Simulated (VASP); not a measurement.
Wanted: the native input for a VASP 6.6.1 run.

```yaml
Task: single point
Functional: r2SCAN
Potentials_or_basis: VASP PAW PBE potentials, release 64 (Pb_d, Se)
Cutoff: 520 eV
k_mesh: 6 × 6 × 4
Occupations: gaussian, width 0.01 eV
Spin: no spin polarisation
Dipole_correction: no
Further_INCAR_settings: ALGO = Normal; EDIFF = 1e-06; NBANDS = 28
```

The system is PbSe.

```
Pb Se
1.0
     5.12186    0.00000    0.00000
    -2.56093    4.43566    0.00000
     0.00000    0.00000    6.15052
Pb Se
2 2
Direct
  0.33333 0.66667 0.25000
  0.66667 0.33333 0.75000
  0.66667 0.33333 0.25000
  0.33333 0.66667 0.75000
```

This cell differs from its parent crystal: volume changed by -3%.

The input as run:

POSCAR

```
PbSe
1.0
    5.1218627470      0.0000000000      0.0000000000
   -2.5609313735      4.4356632536      0.0000000000
    0.0000000000      0.0000000000      6.1505191548
Pb Se
2 2
Direct
    0.3333333333      0.6666666667      0.2500000000
    0.6666666667      0.3333333333      0.7500000000
    0.6666666667      0.3333333333      0.2500000000
    0.3333333333      0.6666666667      0.7500000000
```

INCAR.step1

```
SYSTEM = PbSe
ALGO = Normal
EDIFF = 1E-4
ENCUT = 520
GGA = PE
ISMEAR = 0
LASPH = .True.
LCHARG = .False.
LREAL = .False.
LWAVE = .True.
NBANDS = 28
NELM = 60
PREC = Accurate
SIGMA = 0.01
```

INCAR.step2

```
SYSTEM = PbSe
ALGO = Normal
EDIFF = 1E-6
ENCUT = 520
ISIF = 2
ISMEAR = 0
ISTART = 1
LASPH = .True.
LCHARG = .False.
LMIXTAU = .True.
LREAL = .False.
LWAVE = .False.
METAGGA = R2SCAN
NBANDS = 28
NELM = 60
PREC = Accurate
SIGMA = 0.01
```

KPOINTS

```
k-points
0
Gamma
  6 6 4
  0 0 0
```

Potentials or basis: VASP PAW PBE potentials, release 64 (Pb_d, Se).

Run with:

```sh
$ cat potpaw_PBE.64/Pb_d/POTCAR potpaw_PBE.64/Se/POTCAR > POTCAR
$ cp INCAR.step1 INCAR
$ mpirun -np 1 vasp_std > vasp.out
$ cp INCAR.step2 INCAR
$ mpirun -np 1 vasp_std > vasp.out
```

It gave:

```json
{
  "Pressure": "1.3 GPa",
  "Band gap on the k mesh": "1.43 eV, direct"
}
```

Caveat: the PAW data sets were made with another functional, which shifts forces and pressure a little; spin-orbit coupling is left out, which moves the levels of the heavy elements.

Run time: 2.3 min on 1 thread of Intel(R) Xeon(R) Platinum 8559C (Emerald Rapids) (shared host), peak memory 0.33 GiB.
